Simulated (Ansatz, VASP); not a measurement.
**Cs2BaC in VASP and in Ansatz**

INCAR

```
SYSTEM = Cs2BaC
PREC     = Accurate       ! precision mode
ENCUT    = 520            ! plane-wave cutoff, eV
EDIFF    = 1E-7           ! SCF threshold, eV
ISMEAR   = 0              ! smearing method
SIGMA    = 0.1            ! smearing width, eV
LREAL    = .FALSE.        ! projectors in reciprocal space
LASPH    = .TRUE.         ! aspherical terms in the spheres
NELM     = 150            ! most SCF steps
ALGO     = Normal         ! electronic algorithm
ISIF     = 2              ! what is computed and relaxed
LWAVE    = .FALSE.        ! write WAVECAR
LCHARG   = .FALSE.        ! write CHGCAR
ISPIN    = 2              ! spin polarisation
MAGMOM   = 0 0 0 1        ! initial moments
LORBIT   = 11             ! projections on sites
GGA      = PE             ! functional
NBANDS   = 28             ! bands
```

KPOINTS

```
Automatic mesh
0
G
  4 4 4
  0 0 0
```

POSCAR

```
Cs2BaC
1.0
    4.9080722700      0.0000000000      0.0000000000
    0.0000000000      4.9080722700      0.0000000000
    0.0000000000      0.0000000000      6.6710013500
Cs Ba C
2 1 1
Direct
    0.0000000000      0.0000000000      0.5000000000
    0.5000000000      0.5000000000      0.0000000000
    0.5000000000      0.5000000000      0.5000000000
    0.0000000000      0.0000000000      0.0000000000
```

Input for Ansatz:

```yaml
crystal:
  lattice:
    - [4.90807227, 0.0, 0.0]
    - [0.0, 4.90807227, 0.0]
    - [0.0, 0.0, 6.67100135]
  atoms:
    - { symbol: Cs, position: [0.0, 0.0, 0.5] }
    - { symbol: Cs, position: [0.5, 0.5, 0.0] }
    - { symbol: Ba, position: [0.5, 0.5, 0.5] }
    - { symbol: C, position: [0.0, 0.0, 0.0], spin: 1.0 }
basis:
  ecutwfc: 420
kpoints:
  mp_grid: { grid: [4, 4, 4] }
hamiltonian:
  xc: pbe
scf:
  occupations: { method: gaussian, width: 0.1 }
  lower_state_search: "off"
output:
  forces: true
  stress: true
  eigenvalues: true
  populations: true
magnetization:
  spin_polarized: true
```

Change from the starting cell: species swapped into the LiNdS2 type (P4/mmm, No. 123).

Alike in both runs: task single point; functional PBE; k mesh 4 × 4 × 4; occupations gaussian, width 0.1 eV; collinear spin.

|  | VASP | Ansatz |
| --- | --- | --- |
| version | VASP 6.6.1 | Ansatz 0.2.0 |
| potentials or method | VASP PAW PBE potentials, release 64 (Cs_sv, Ba_sv, C), cutoff 520 eV | scalar-relativistic, plane waves, PAW |
| valence electrons in the cell | 32 | 32 |

|  | VASP | Ansatz | Ansatz less VASP |
| --- | --- | --- | --- |
| gap on the k mesh at the Fermi level (eV) | none | none | - |
| pressure (GPa) | 2.4 | 2.1 | -0.29 |
| traceless stress, the component that is largest in VASP (GPa) | 1.84 | 1.83 | -0.011 |
| net moment per atom (μB) | 0.20 | 0.20 | 0.000 |
| size of the moment on the site where the two differ most (μB) | 0.98 | 1.93 | +0.954 |

Site moments also hang on the region over which each program counts them. A gap of «none» marks a metal or a gap that the smearing closes.

Spin-orbit coupling is off throughout.
